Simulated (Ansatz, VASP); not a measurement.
## Two plane-wave programs on Ge

File POSCAR:

```
Ge
1.0
    3.9707555995      0.0000000000      0.0000000000
   -1.9853777998      3.4387752215      0.0000000000
    0.0000000000      0.0000000000      6.5550854883
Ge
4
Direct
    0.3333333333      0.6666666667      0.9370987500
    0.6666666667      0.3333333333      0.4370987500
    0.3333333333      0.6666666667      0.5629012500
    0.6666666667      0.3333333333      0.0629012500
```

Contents of INCAR.step1:

```
SYSTEM = Ge
PREC = Accurate ; ENCUT = 520
ISMEAR = -1 ; SIGMA = 0.05
LREAL = .FALSE. ; LASPH = .TRUE.
NELM = 60 ; NBANDS = 36
GGA = PE ; ALGO = Normal
EDIFF = 1E-4 ; LWAVE = .TRUE.
LCHARG = .FALSE.
```

The input INCAR.step2:

```
SYSTEM = Ge
PREC = Accurate ; ENCUT = 520
EDIFF = 1E-6 ; ISMEAR = -1
SIGMA = 0.05 ; LREAL = .FALSE.
LASPH = .TRUE. ; NELM = 60
ALGO = Normal ; ISIF = 2
LWAVE = .FALSE. ; LCHARG = .FALSE.
METAGGA = R2SCAN ; LMIXTAU = .TRUE.
NBANDS = 36 ; ISTART = 1
```

File KPOINTS:

```
regular mesh
0
G
  8 8 4
  0 0 0
```

input.yaml

```yaml
crystal:
  lattice:
    - [3.9707555995, 0.0, 0.0]
    - [-1.9853777998, 3.4387752215, 0.0]
    - [0.0, 0.0, 6.5550854883]
  atoms:
    - { symbol: Ge, position: [0.3333333333, 0.6666666667, 0.93709875] }
    - { symbol: Ge, position: [0.6666666667, 0.3333333333, 0.43709875] }
    - { symbol: Ge, position: [0.3333333333, 0.6666666667, 0.56290125] }
    - { symbol: Ge, position: [0.6666666667, 0.3333333333, 0.06290125] }
hamiltonian:
  xc: r2scan
  pseudopotentials: { kind: paw }
kpoints:
  mp_grid: { grid: [8, 8, 4] }
scf:
  occupations: { method: fermi_dirac, width: 0.05 }
output:
  forces: true
  stress: true
  eigenvalues: true
```

Alike in both runs: task single point; functional r2SCAN; k mesh 8 × 8 × 4; occupations fermi-dirac, width 0.05 eV; no spin polarisation.

|  | VASP | Ansatz |
| --- | --- | --- |
| version | VASP 6.6.1 | Ansatz 0.2.0 |
| potentials or method | VASP PAW PBE potentials, release 64 (Ge_d) | Ansatz PAW |
| plane-wave cutoff (eV) | 520 | 500 |
| valence electrons in the cell | 56 | 56 |

|  | VASP | Ansatz | Ansatz less VASP |
| --- | --- | --- | --- |
| gap on the k mesh at the Fermi level (eV) | 0.12 | 0.14 | +0.023 |
| least direct gap on the mesh (eV) | 0.12 | 0.14 | +0.023 |
| pressure (GPa) | 1.5 | 1.5 | -0.05 |
| rms of the force components (eV/Å) | 0.009 | 0.007 | -0.0021 |

VASP's potentials were made for PBE, not for r2SCAN. Atom by atom the forces differ by 0.002 eV/Å (rms over components). The functional is the same, so the differences come from potentials, cutoffs and numerics.
